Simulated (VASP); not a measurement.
# HfB2 (P6/mmm) in VASP: single point with PBEsol

Aim: the single point of HfB2 with PBEsol.

Everything below comes from runs of VASP 6.6.1. Logs are shortened: lines on timing, memory, paths and dates and some standing lists are left out, and cuts for length are marked.

## 1. The cell of the first run

The structure is hexagonal, space group P6/mmm (No. 191). The conventional cell has a = 3.140 Å, b = 3.140 Å, c = 3.480 Å, α = 90.00°, β = 90.00°, γ = 120.00°. Within 3.3 Å of Hf (site symmetry 6/mmm) lie 12 B at 2.51 Å and 6 Hf at 3.14 Å. B (site symmetry -6m2) has 3 B at 1.81 Å within 2.4 Å.

## 2. Single point, PBEsol

The input, INCAR:

```
SYSTEM = HfB2
PREC     = Accurate       ! precision mode
ENCUT    = 520            ! plane-wave cutoff, eV
EDIFF    = 1E-6           ! SCF threshold, eV
ISMEAR   = 1              ! smearing method
SIGMA    = 0.1            ! smearing width, eV
LREAL    = .False.        ! projectors in reciprocal space
LASPH    = .True.         ! aspherical terms in the spheres
NELM     = 60             ! most SCF steps
ALGO     = Normal         ! electronic algorithm
ISIF     = 2              ! what is computed and relaxed
LWAVE    = .False.        ! write WAVECAR
LCHARG   = .True.         ! write CHGCAR
GGA      = PS             ! functional
LELF     = .True.         ! ELF
LVHAR    = .True.       
NBANDS   = 15             ! bands
```

The input, KPOINTS:

```
Automatic mesh
0
Gamma
  11 11 9
  0 0 0
```

The input, POSCAR:

```
HfB2
1.0
    3.1400000000      0.0000000000      0.0000000000
   -1.5700000000      2.7193197700      0.0000000000
    0.0000000000      0.0000000000      3.4800000000
Hf B
1 2
Direct
    0.0000000000      0.0000000000      0.0000000000
    0.3333333300      0.6666666700      0.5000000000
    0.6666666700      0.3333333300      0.5000000000
```

Potentials or basis: VASP PAW PBE potentials, release 64 (Hf_pv, B).

On the command line:

```console
$ cat potpaw_PBE.64/Hf_pv/POTCAR potpaw_PBE.64/B/POTCAR > POTCAR
$ mpirun -np 1 vasp_std > vasp.out
```

OUTCAR:

```text
SYSTEM = HfB2
   PREC = Accurate
   ENCUT = 520
   EDIFF = 1E-6
   ISMEAR = 1
   LREAL = .False.
   LASPH = .True.
   NELM = 60
   ISIF = 2
   GGA = PS

 ion  position               nearest neighbor table
   1  0.000  0.000  0.000-   2 2.51   3 2.51   2 2.51   3 2.51   3 2.51   3 2.51   2 2.51   2 2.51
                             3 2.51   3 2.51   2 2.51   2 2.51
   2  0.333  0.667  0.500-   3 1.81   3 1.81   3 1.81   1 2.51   1 2.51   1 2.51   1 2.51   1 2.51
                             1 2.51
   3  0.667  0.333  0.500-   2 1.81   2 1.81   2 1.81   1 2.51   1 2.51   1 2.51   1 2.51   1 2.51
                             1 2.51

  LATTYP: Found a hexagonal cell.
 ALAT       =     3.1400000000
 C/A-ratio  =     1.1082802548

  Lattice vectors:

 A1 = (   3.1400000000,   0.0000000000,   0.0000000000)
 A2 = (  -1.5700000000,   2.7193197700,   0.0000000000)
 A3 = (   0.0000000000,   0.0000000000,   3.4800000000)

Analysis of symmetry for initial positions (statically):
=====================================================================
 Subroutine PRICEL returns:
 Original cell was already a primitive cell.

 Routine SETGRP: Setting up the symmetry group for a
 hexagonal supercell.

 Subroutine GETGRP returns: Found 24 space group operations
 (whereof 24 operations were pure point group operations)
 out of a pool of 24 trial point group operations.

The static configuration has the point symmetry D_6h.

Analysis of symmetry for dynamics (positions and initial velocities):
=====================================================================
 Subroutine PRICEL returns:
 Original cell was already a primitive cell.

 Routine SETGRP: Setting up the symmetry group for a
 hexagonal supercell.

 Subroutine GETGRP returns: Found 24 space group operations
 (whereof 24 operations were pure point group operations)
 out of a pool of 24 trial point group operations.

The dynamic configuration has the point symmetry D_6h.

 Subroutine INISYM returns: Found 24 space group operations
 (whereof 24 operations are pure point group operations),
 and found     1 'primitive' translations

----------------------------------------------------------------------------------------

                                     Primitive cell

  volume of cell :      29.7146

  direct lattice vectors                    reciprocal lattice vectors
     3.140000000  0.000000000  0.000000000     0.318471338  0.183869512  0.000000000
    -1.570000000  2.719319770  0.000000000     0.000000000  0.367739025  0.000000000
     0.000000000  0.000000000  3.480000000     0.000000000  0.000000000  0.287356322

  length of vectors
     3.140000000  3.140000002  3.480000000     0.367739025  0.367739025  0.287356322

  position of ions in fractional coordinates (direct lattice)
     0.000000000  0.000000000  0.000000000
     0.333333330  0.666666670  0.500000000
     0.666666670  0.333333330  0.500000000

  ion indices of the primitive-cell ions
   primitive index   ion index
                 1           1
                 2           2
                 3           3

----------------------------------------------------------------------------------------

 KPOINTS: Automatic mesh

Automatic generation of k-mesh.
 Grid dimensions read from file:
 generate k-points for:   11   11    9

 Generating k-lattice:

  Cartesian coordinates                     Fractional coordinates (reciprocal lattice)
     0.028951940  0.016715410  0.000000000     0.090909091  0.000000000  0.000000000
     0.000000000  0.033430820  0.000000000     0.000000000  0.090909091  0.000000000
     0.000000000  0.000000000  0.031928480     0.000000000  0.000000000  0.111111111

  Length of vectors
     0.033430820  0.033430820  0.031928480

  Shift w.r.t. Gamma in fractional coordinates (k-lattice)
     0.000000000  0.000000000  0.000000000

 Subroutine IBZKPT returns following result:
 ===========================================

 Found     80 irreducible k-points:

 Following reciprocal coordinates:
            Coordinates               Weight
  0.000000  0.000000  0.000000      1.000000
  0.090909 -0.000000  0.000000      6.000000
  0.181818  0.000000  0.000000      6.000000
  0.272727  0.000000  0.000000      6.000000
  0.363636  0.000000  0.000000      6.000000
  0.454545  0.000000  0.000000      6.000000
[... 16 lines left out ...]
  0.090909  0.090909  0.111111     12.000000
  0.181818  0.090909  0.111111     24.000000
 [... further k-points ...]
   k-points           NKPTS =     80   k-points in BZ     NKDIM =     80   number of bands    NBANDS=     15
   number of dos      NEDOS =    301   number of ions     NIONS =      3
   total plane-waves  NPLWV =  16128
   dimension x,y,z NGX =    24 NGY =   24 NGZ =   28
   dimension x,y,z NGXF=    48 NGYF=   48 NGZF=   56
   ions per type =               1   2
   NGX,Y,Z   is equivalent  to a cutoff of  12.71, 12.71, 13.38 a.u.
   NGXF,Y,Z  is equivalent  to a cutoff of  25.41, 25.41, 26.75 a.u.
 SYSTEM =  HfB2
   PREC   = accura    normal or accurate (medium, high low for compatibility)
   ISTART =      0    job   : 0-new  1-cont  2-samecut
   ICHARG =      2    charge: 1-file 2-atom 10-const
   ISPIN  =      1    spin polarized calculation?
   LNONCOLLINEAR =      F non collinear calculations
   LSORBIT =      F    spin-orbit coupling
   LASPH  =      T    aspherical Exc in radial PAW
   ENCUT  =  520.0 eV  38.22 Ry    6.18 a.u.   5.84  5.84  6.47*2*pi/ulx,y,z
   NELM   =     60;   NELMIN=  2; NELMDL= -5     # of ELM steps
   EDIFF  = 0.1E-05   stopping-criterion for ELM
   LREAL  =      F    real-space projection
   EDIFFG = 0.1E-04   stopping-criterion for IOM
   NSW    =      0    number of steps for IOM
   IBRION =     -1    ionic relax: 0-MD 1-quasi-New 2-CG
   NFREE  =      0    steps in history (QN), initial steepest desc. (CG)
   ISIF   =      2    stress and relaxation
   ISYM   =      2    0-nonsym 1-usesym 2-fastsym
   POTIM  = 0.5000    time-step for ionic-motion
   TEBEG  =    0.0;   TEEND  =   0.0 temperature during run
   PSTRESS=    0.0 pullay stress
   NELECT =      16.0000    total number of electrons
   NUPDOWN=      -1.0000    fix difference up-down
   EMIN   =  10.00;   EMAX   =-10.00  energy-range for DOS
   EFERMI =   0.00;   METHOD = LEGACY
   ISMEAR =     1;   SIGMA  =   0.10  broadening in eV -4-tet -1-fermi 0-gaus
   EFERMI_NEDOS =   21; number of points for ismear=-14 and -15
   IALGO  =     38    algorithm
   IMIX   =      4    mixing-type and parameters
     AMIX     =   0.40;   BMIX     =  1.00
     AMIX_MAG =   1.60;   BMIX_MAG =  1.00
  volume/ion in A,a.u.               =       9.90        66.84
  Fermi-wavevector in a.u.,A,eV,Ry     =   1.331860  2.516850 24.134693  1.773850
  Thomas-Fermi vector in A             =   2.460838
   LORBIT       =      0    0 simple, 1 ext, 2 COOP (PROOUT), +10 PAW based schemes
   GGA     = PS    functional components
   LHFCALC =     F    Hartree Fock is set to
   AEXX    =    0.0000 exact exchange contribution
   IVDW    =     0    specifies the selected vdW correction
   LEPSILON=     F    determine dielectric tensor
   LRPA    =     F    only Hartree local field effects (RPA)
 non-spin polarized calculation
 Methfessel and Paxton  Order N= 1 SIGMA  =   0.10
  energy-cutoff  :      520.00
  volume of cell :       29.71
 maximum number of plane-waves:       820
 NGX is ok and might be reduce to    24
   NGX = 11   NGY = 11   NGZ = 13

 number of electron      15.9999998 magnetization

 Free energy of the ion-electron system (eV)
  ---------------------------------------------------
  ext. energy  EPLUGINS =         0.00000000
  ---------------------------------------------------
  free energy    TOTEN  =       -27.86239808 eV

  energy without entropy =      -27.86242179  energy(sigma->0) =      -27.86240598

 E-fermi :   7.4938     XC(G=0): -12.6816

 val. band max:        7.3635254508   @ k =   0.1818   0.1818   0.1111
 cond. band min:       7.5219927019   @ k =   0.2727   0.1818   0.0000
 fundamental gap:      0.1584672512
 Fermi energy:         7.4938123378

 k-point     1 :       0.0000    0.0000    0.0000
  band No.  band energies     occupation
      1     -23.0310      2.00000
      2     -22.5220      2.00000
      3     -22.5220      2.00000
      4      -6.1727      2.00000
      5       4.5087      2.00000
      6       4.6644      2.00000
      7       4.6644      2.00000
      8       4.8024      2.00000
      9      11.5411      0.00000
     10      11.5411      0.00000
     11      12.2147      0.00000
     12      12.2147      0.00000
     13      12.5491      0.00000
     14      12.5491      0.00000
     15      12.6140      0.00000

 k-point     2 :       0.0909   -0.0000    0.0000
  band No.  band energies     occupation
      1     -23.0205      2.00000
      2     -22.5871      2.00000
      3     -22.5364      2.00000
      4      -5.9937      2.00000
      5       4.1670      2.00000
      6       4.6455      2.00000
      7       4.6554      2.00000
      8       4.6875      2.00000
      9      10.9858      0.00000
     10      11.4168      0.00000
     11      11.4790      0.00000
     12      11.7620      0.00000
     13      13.1240      0.00000
     14      13.5012      0.00000
     15      13.8044      0.00000

 k-point     3 :       0.1818    0.0000    0.0000
  band No.  band energies     occupation
      1     -22.9921      2.00000
      2     -22.7579      2.00000
      3     -22.5748      2.00000
      4      -5.4801      2.00000
      5       3.0176      2.00000
      6       4.2812      2.00000
      7       4.5933      2.00000
      8       5.0856      2.00000
      9       9.8569      0.00000
     10      11.1062      0.00000
     11      11.2323      0.00000
     12      11.8401      0.00000
     13      13.5393      0.00000
     14      14.5781      0.00000
     15      15.0586      0.00000

 k-point     4 :       0.2727    0.0000    0.0000
  band No.  band energies     occupation
      1     -22.9736      2.00000
      2     -22.9546      2.00000
      3     -22.6247      2.00000
      4      -4.6886      2.00000
      5       1.6490      2.00000
      6       3.8917      2.00000
      7       4.4473      2.00000
      8       5.2498      2.00000
      9       9.7181      0.00000
     10      10.7399      0.00000
     11      11.0728      0.00000
     12      11.6257      0.00000
     13      13.6058      0.00000
     14      15.5482      0.00000
     15      17.1067      0.00000
[... 307 lines left out ...]
 k-point    22 :       0.4545    0.0000    0.1111
  band No.  band energies     occupation
      1     -23.2699      2.00000
      2     -22.9277      2.00000
      3     -22.6933      2.00000
      4      -2.4711      2.00000
      5      -1.1602      2.00000
      6       3.6402      2.00000
      7       3.9211      2.00000
      8       4.6772      2.00000
      9       9.3103     -0.00000
     10      10.7047      0.00000
     11      12.9882      0.00000
     12      13.2268      0.00000
     13      14.2429      0.00000
     14      15.4938      0.00000
     15      18.6136      0.00000

 k-point    23 :       0.0909    0.0909    0.1111
  band No.  band energies     occupation
      1     -23.0336      2.00000
      2     -22.6977      2.00000
      3     -22.5642      2.00000
      4      -5.4683      2.00000
      5       3.4001      2.00000
      6       3.4942      2.00000
      7       4.4779      2.00000
      8       5.9507      2.00000
      9       9.2055     -0.00000
     10      10.5676      0.00000
     11      11.8168      0.00000
     12      12.6570      0.00000
     13      13.7846      0.00000
     14      13.8005      0.00000
     15      14.5807      0.00000

 k-point    24 :       0.1818    0.0909    0.1111
  band No.  band energies     occupation
      1     -22.9997      2.00000
      2     -22.8798      2.00000
      3     -22.6180      2.00000
      4      -4.8388      2.00000
      5       2.2882      2.00000
      6       3.4385      2.00000
      7       4.0714      2.00000
      8       6.0976      2.00000
      9       8.5071     -0.00000
     10      10.9594      0.00000
     11      11.6537      0.00000
     12      12.5341      0.00000
     13      13.9466      0.00000
     14      14.5384      0.00000
     15      16.1376      0.00000

 [... further k-points ...]
[... 5 lines left out ...]
  --------------------------------------------------------------------------------------
  -------------------------------------------------------------------------------------
  Total       -0.7640314     -0.7640314     -0.9746957      0.0000000     -0.0000000      0.0000000
  in kB      -41.1957717    -41.1957717    -52.5545687      0.0000000     -0.0000000      0.0000000
  external PRESSURE =     -44.9820374 kB  Pullay stress =       0.0000000 kB

 VOLUME and BASIS-vectors are now :
 -----------------------------------------------------------------------------
  energy-cutoff  :      520.00
  volume of cell :       29.71
      direct lattice vectors                 reciprocal lattice vectors
     3.140000000  0.000000000  0.000000000     0.318471338  0.183869512  0.000000000
    -1.570000000  2.719319770  0.000000000     0.000000000  0.367739025  0.000000000
     0.000000000  0.000000000  3.480000000     0.000000000  0.000000000  0.287356322

 POSITION                                       TOTAL-FORCE (eV/Angst)
 -----------------------------------------------------------------------------------
      0.00000      0.00000      0.00000        -0.000000      0.000000      0.000000
     -0.00000      1.81288      1.74000         0.000000      0.000000      0.000000
      1.57000      0.90644      1.74000         0.000000      0.000000     -0.000000
 -----------------------------------------------------------------------------------
    total drift:                                0.000000     -0.000000     -0.000000

  FREE ENERGIE OF THE ION-ELECTRON SYSTEM (eV)
  ---------------------------------------------------
  free  energy   TOTEN  =       -27.8623980826 eV

  energy  without entropy=      -27.8624217862  energy(sigma->0) =      -27.86240598
```

Run time: 57 s. Hardware: 1 thread of AMD EPYC 7R13, shared host; peak memory 0.14 GiB.

What came out:

```yaml
Free_energy: -27.8624 eV
Pressure: -4.5 GPa
Band_gap_on_the_k_mesh: zero (band 8 reaches 8.32 eV, above the bottom of band 9 at 7.03 eV)
```

Stress tensor (GPa, compression positive):
```
-4.12  0.00  0.00
 0.00 -4.12  0.00
 0.00  0.00 -5.26
```

Caveat: the PAW data sets were made with another functional, which shifts forces and pressure a little; spin-orbit coupling is left out, which moves the levels of the heavy elements.
